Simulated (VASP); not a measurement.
Runs of VASP 6.6.1 on BaTe. It takes space group F-43m (No. 216, cubic). Conventional cell: a = 7.828 Å, b = 7.828 Å, c = 7.828 Å, α = 90.00°, β = 90.00°, γ = 90.00°. Ba (site symmetry -43m) has 4 Te at 3.39 Å within 4.5 Å. Te (site symmetry -43m) has 4 Ba at 3.39 Å within 4.5 Å. 

```csv
level,k mesh,cutoff (eV),smearing,grid for exact exchange (PRECFOCK),share of exact exchange,screening parameter,gap on the mesh (eV),pressure (GPa)
PBEsol,4 × 4 × 4,500,gaussian 0.01 eV,-,-,-,(a),-0.6
PBE,4 × 4 × 4,500,gaussian 0.05 eV,-,-,-,2.58,0.2
PBE,3 × 3 × 3,500,gaussian 0.01 eV,-,-,-,2.70,0.2
PBE+D4,4 × 4 × 4,500,gaussian 0.01 eV,-,-,-,2.58,(b)
PBE,2 × 2 × 2,500,gaussian 0.01 eV,-,-,-,2.57,0.5
HSE06,2 × 2 × 2,400,gaussian 0.01 eV,Normal,0.25,0.2079 1/Å,3.33,0.2
```

Alike in all rows: task single point; potentials or basis VASP PAW PBE potentials, release 64 (Ba_sv, Te); no spin polarisation; cell as given.

Q: Fill in the values left out.

A: (a) 2.46; (b) -0.4.

Caveats: some runs use coarse meshes; spin-orbit coupling is left out, which moves the levels of the heavy elements; the PAW data sets were made with another functional, which shifts forces and pressure a little (at least some runs); an odd mesh through Γ misses points on the zone boundary, where band edges can lie (at least some runs).

A k mesh can miss the band edges, and the runs leave out spin-orbit coupling on Ba, Te.
